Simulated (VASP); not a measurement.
# HgTe (zincblende type) (F-43m) in VASP: relaxation of cell and atoms with LDA

Aim: the relaxation of cell and atoms of HgTe (zincblende type) with LDA.

All numbers are computed with VASP 6.6.1; they aren't measurements. Logs are shortened: lines on timing, memory, paths and dates and some standing lists are left out, and cuts for length are marked.

### 1 The cell of the first run

It takes space group F-43m (No. 216, cubic). Conventional cell: a = 6.214 Å, b = 6.214 Å, c = 6.214 Å, α = 90.00°, β = 90.00°, γ = 90.00°. Hg (site symmetry -43m) has 4 Te at 2.69 Å within 3.5 Å. Within 3.5 Å of Te (site symmetry -43m) lie 4 Hg at 2.69 Å.

### 2 Relaxation of cell and atoms, LDA

INCAR

```
PREC = Accurate
ENCUT = 600
EDIFF = 1E-7
ISMEAR = -1
SIGMA = 0.05
LREAL = False
LASPH = True
NELM = 80
ALGO = Normal
ISIF = 3
LWAVE = False
LCHARG = False
GGA = CA
IBRION = 2
NSW = 60
EDIFFG = -0.005
```

KPOINTS

```
Automatic mesh
0
Gamma
  11 11 11
```

POSCAR

```
HgTe
1.0
    0.0000000000      3.1072325060      3.1072325060
    3.1072325060      0.0000000000      3.1072325060
    3.1072325060      3.1072325060      0.0000000000
Hg Te
1 1
Direct
    0.0000000000      0.0000000000      0.0000000000
    0.2500000000      0.2500000000      0.2500000000
```

Potentials or basis: VASP PAW LDA potentials, release 64 (Hg, Te).

On the command line:

```console
cat potpaw_LDA.64/Hg/POTCAR potpaw_LDA.64/Te/POTCAR > POTCAR
mpirun -np 1 vasp_std > vasp.out
```

OUTCAR:

```text
PREC = Accurate
   ENCUT = 600
   EDIFF = 1E-7
   ISMEAR = -1
   LREAL = False
   LASPH = True
   NELM = 80
   ISIF = 3
   GGA = CA
   IBRION = 2
   NSW = 60
   EDIFFG = -0.005

 ion  position               nearest neighbor table
   1  0.000  0.000  0.000-   2 2.69   2 2.69   2 2.69   2 2.69
   2  0.250  0.250  0.250-   1 2.69   1 2.69   1 2.69   1 2.69

  LATTYP: Found a face centered cubic cell.
 ALAT       =     6.2144650120

  Lattice vectors:

 A1 = (   0.0000000000,   3.1072325060,   3.1072325060)
 A2 = (   3.1072325060,   0.0000000000,   3.1072325060)
 A3 = (   3.1072325060,   3.1072325060,   0.0000000000)

Analysis of symmetry for initial positions (statically):
=====================================================================
 Subroutine PRICEL returns:
 Original cell was already a primitive cell.

 Routine SETGRP: Setting up the symmetry group for a
 face centered cubic supercell.

 Subroutine GETGRP returns: Found 24 space group operations
 (whereof 24 operations were pure point group operations)
 out of a pool of 48 trial point group operations.

The static configuration has the point symmetry T_d .

Analysis of symmetry for dynamics (positions and initial velocities):
=====================================================================
 Subroutine PRICEL returns:
 Original cell was already a primitive cell.

 Routine SETGRP: Setting up the symmetry group for a
 face centered cubic supercell.

 Subroutine GETGRP returns: Found 24 space group operations
 (whereof 24 operations were pure point group operations)
 out of a pool of 48 trial point group operations.

The dynamic configuration has the point symmetry T_d .

 Subroutine INISYM returns: Found 24 space group operations
 (whereof 24 operations are pure point group operations),
 and found     1 'primitive' translations

----------------------------------------------------------------------------------------

                                     Primitive cell

  volume of cell :      60.0000

  direct lattice vectors                    reciprocal lattice vectors
     0.000000000  3.107232506  3.107232506    -0.160914897  0.160914897  0.160914897
     3.107232506  0.000000000  3.107232506     0.160914897 -0.160914897  0.160914897
     3.107232506  3.107232506  0.000000000     0.160914897  0.160914897 -0.160914897

  length of vectors
     4.394290351  4.394290351  4.394290351     0.278712778  0.278712778  0.278712778

  position of ions in fractional coordinates (direct lattice)
     0.000000000  0.000000000  0.000000000
     0.250000000  0.250000000  0.250000000

  ion indices of the primitive-cell ions
   primitive index   ion index
                 1           1
                 2           2

----------------------------------------------------------------------------------------

 KPOINTS: Automatic mesh

Automatic generation of k-mesh.
 Grid dimensions read from file:
 generate k-points for:   11   11   11

 Generating k-lattice:

  Cartesian coordinates                     Fractional coordinates (reciprocal lattice)
    -0.014628627  0.014628627  0.014628627     0.090909091  0.000000000  0.000000000
     0.014628627 -0.014628627  0.014628627     0.000000000  0.090909091  0.000000000
     0.014628627  0.014628627 -0.014628627     0.000000000  0.000000000  0.090909091

  Length of vectors
     0.025337525  0.025337525  0.025337525

  Shift w.r.t. Gamma in fractional coordinates (k-lattice)
     0.000000000  0.000000000  0.000000000

 Subroutine IBZKPT returns following result:
 ===========================================

 Found     56 irreducible k-points:

 Following reciprocal coordinates:
            Coordinates               Weight
  0.000000  0.000000  0.000000      1.000000
  0.090909  0.000000  0.000000      8.000000
  0.181818  0.000000  0.000000      8.000000
  0.272727  0.000000  0.000000      8.000000
  0.363636  0.000000  0.000000      8.000000
  0.454545  0.000000  0.000000      8.000000
[... 16 lines left out ...]
 -0.272727  0.181818  0.000000     24.000000
 -0.181818  0.181818  0.000000     12.000000
 [... further k-points ...]
   k-points           NKPTS =     56   k-points in BZ     NKDIM =     56   number of bands    NBANDS=     13
   number of dos      NEDOS =    301   number of ions     NIONS =      2
   total plane-waves  NPLWV =  46656
   dimension x,y,z NGX =    36 NGY =   36 NGZ =   36
   dimension x,y,z NGXF=    72 NGYF=   72 NGZF=   72
   ions per type =               1   1
   NGX,Y,Z   is equivalent  to a cutoff of  13.62, 13.62, 13.62 a.u.
   NGXF,Y,Z  is equivalent  to a cutoff of  27.24, 27.24, 27.24 a.u.
 SYSTEM =  unknown system
   PREC   = accura    normal or accurate (medium, high low for compatibility)
   ISTART =      0    job   : 0-new  1-cont  2-samecut
   ICHARG =      2    charge: 1-file 2-atom 10-const
   ISPIN  =      1    spin polarized calculation?
   LNONCOLLINEAR =      F non collinear calculations
   LSORBIT =      F    spin-orbit coupling
   LASPH  =      T    aspherical Exc in radial PAW
   ENCUT  =  600.0 eV  44.10 Ry    6.64 a.u.   8.78  8.78  8.78*2*pi/ulx,y,z
   NELM   =     80;   NELMIN=  2; NELMDL= -5     # of ELM steps
   EDIFF  = 0.1E-06   stopping-criterion for ELM
   LREAL  =      F    real-space projection
   EDIFFG = -.5E-02   stopping-criterion for IOM
   NSW    =     60    number of steps for IOM
   IBRION =      2    ionic relax: 0-MD 1-quasi-New 2-CG
   NFREE  =      1    steps in history (QN), initial steepest desc. (CG)
   ISIF   =      3    stress and relaxation
   ISYM   =      2    0-nonsym 1-usesym 2-fastsym
   POTIM  = 0.5000    time-step for ionic-motion
   TEBEG  =    0.0;   TEEND  =   0.0 temperature during run
   PSTRESS=    0.0 pullay stress
   NELECT =      18.0000    total number of electrons
   NUPDOWN=      -1.0000    fix difference up-down
   EMIN   =  10.00;   EMAX   =-10.00  energy-range for DOS
   EFERMI =   0.00;   METHOD = LEGACY
   ISMEAR =    -1;   SIGMA  =   0.05  broadening in eV -4-tet -1-fermi 0-gaus
   EFERMI_NEDOS =   21; number of points for ismear=-14 and -15
   IALGO  =     38    algorithm
   IMIX   =      4    mixing-type and parameters
     AMIX     =   0.40;   BMIX     =  1.00
     AMIX_MAG =   1.60;   BMIX_MAG =  1.00
  volume/ion in A,a.u.               =      30.00       202.45
  Fermi-wavevector in a.u.,A,eV,Ry     =   1.095928  2.071003 16.341381  1.201058
  Thomas-Fermi vector in A             =   2.232260
   LORBIT       =      0    0 simple, 1 ext, 2 COOP (PROOUT), +10 PAW based schemes
   GGA     = CA    functional components
   LHFCALC =     F    Hartree Fock is set to
   AEXX    =    0.0000 exact exchange contribution
   IVDW    =     0    specifies the selected vdW correction
   LEPSILON=     F    determine dielectric tensor
   LRPA    =     F    only Hartree local field effects (RPA)
 conjugate gradient relaxation of ions
 non-spin polarized calculation
  energy-cutoff  :      600.00
  volume of cell :       60.00
 maximum number of plane-waves:      2017
   NGX = 17   NGY = 17   NGZ = 17

--------------------------------------- Ionic step        1  -------------------------------------------

 number of electron      18.0000002 magnetization

 Free energy of the ion-electron system (eV)
  ---------------------------------------------------
  ext. energy  EPLUGINS =         0.00000000
  ---------------------------------------------------
  free energy    TOTEN  =        -4.90224645 eV

  energy without entropy =       -4.90197371  energy(sigma->0) =       -4.90211008

------------------------ aborting loop because EDIFF is reached ----------------------------------------

  FORCE on cell =-STRESS in cart. coord.  units (eV):
  Direction    XX          YY          ZZ          XY          YZ          ZX
  --------------------------------------------------------------------------------------
  -------------------------------------------------------------------------------------
  Total        2.5964855      2.5964855      2.5964855      0.0000000      0.0000000      0.0000000
  in kB       69.3338357     69.3338357     69.3338357      0.0000000      0.0000000      0.0000000
  external PRESSURE =      69.3338357 kB  Pullay stress =       0.0000000 kB
[... 57 lines left out ...]
  energy  without entropy=       -4.9899030543  energy(sigma->0) =       -4.99007581

--------------------------------------- Ionic step        3  -------------------------------------------

 number of electron      18.0000001 magnetization

 Free energy of the ion-electron system (eV)
  ---------------------------------------------------
  ext. energy  EPLUGINS =         0.00000000
  ---------------------------------------------------
  free energy    TOTEN  =        -5.03783619 eV

  energy without entropy =       -5.03752741  energy(sigma->0) =       -5.03768180

 E-fermi :   3.0697     XC(G=0):  -9.1333

 val. band max:        2.9838415921   @ k =   0.0000   0.0000   0.0000
 cond. band min:       3.4228373292   @ k =   0.0909   0.0000   0.0000
 fundamental gap:      0.4389957371
 Fermi energy:         3.0697201004

 k-point     1 :       0.0000    0.0000    0.0000
  band No.  band energies     occupation
      1      -9.1121      2.00000
      2      -4.4356      2.00000
      3      -4.4356      2.00000
      4      -4.4356      2.00000
      5      -3.8933      2.00000
      6      -3.8933      2.00000
      7       2.1348      2.00000
      8       2.9838      1.69563
      9       2.9838      1.69563
     10       2.9838      1.69563
     11       7.1283      0.00000
     12       7.1283      0.00000
     13       7.1283      0.00000
[... 353 lines left out ...]
 k-point    24 :      -0.1818    0.1818    0.0000
  band No.  band energies     occupation
      1      -8.7380      2.00000
      2      -4.3422      2.00000
      3      -4.3227      2.00000
      4      -4.2275      2.00000
      5      -3.9171      2.00000
      6      -3.8666      2.00000
      7      -0.7416      2.00000
      8       1.2241      2.00000
      9       2.4306      1.99999
     10       4.6301      0.00000
     11       7.3286      0.00000
     12       7.8669      0.00000
     13       8.0694      0.00000

 [... further k-points ...]

------------------------ aborting loop because EDIFF is reached ----------------------------------------

  FORCE on cell =-STRESS in cart. coord.  units (eV):
  Direction    XX          YY          ZZ          XY          YZ          ZX
  --------------------------------------------------------------------------------------
  -------------------------------------------------------------------------------------
  Total       -0.0047931     -0.0047931     -0.0047931     -0.0000000      0.0000000      0.0000000
  in kB       -0.1146008     -0.1146008     -0.1146008     -0.0000000      0.0000000      0.0000000
  external PRESSURE =      -0.1146008 kB  Pullay stress =       0.0000000 kB
[... 17 lines left out ...]
  FREE ENERGIE OF THE ION-ELECTRON SYSTEM (eV)
  ---------------------------------------------------
  free  energy   TOTEN  =        -5.0378361884 eV

  energy  without entropy=       -5.0375274055  energy(sigma->0) =       -5.03768180

 reached required accuracy - stopping structural energy minimisation
```

Wall time 2.8 min (1 thread of Intel Xeon 8259CL, shared host); peak memory 0.23 GiB.

What came out:

* Free energy: -5.0378 eV
* Relaxed volume: 33.50 Å³/atom
* Relaxed cell: a = 4.559 Å, b = 4.559 Å, c = 4.559 Å, α = 60.00°, β = 60.00°, γ = 60.00°
* Space group after relaxing (to 0.1 Å): F-43m (No. 216)
* Energy gained by relaxing: 67.8 meV/atom
* Ionic steps: 3
* Pressure after relaxing: 0.0 GPa
* Band gap on the k mesh: zero (filled and empty bands touch)

The path:
| step | energy change (eV) | largest force (eV/Å) | pressure (GPa) | volume (Å³) |
| --- | --- | --- | --- | --- |
| 1 | 0.0000 | 0.0000 | 6.93 | 60.00 |
| 2 | -0.0880 | 0.0000 | -2.83 | 71.99 |
| 3 | -0.1356 | 0.0000 | -0.01 | 67.01 |

Final structure:
```yaml
crystal:
  lattice:
    - [0.00000, 3.22381, 3.22381]
    - [3.22381, 0.00000, 3.22381]
    - [3.22381, 3.22381, 0.00000]
  atoms:
    - { symbol: Hg, position: [0.00000, 0.00000, 0.00000] }
    - { symbol: Te, position: [0.25000, 0.25000, 0.25000] }
```

Caveat: semilocal functionals underestimate gaps, so a narrow gap can read as zero; spin-orbit coupling is left out, which moves the levels of the heavy elements.
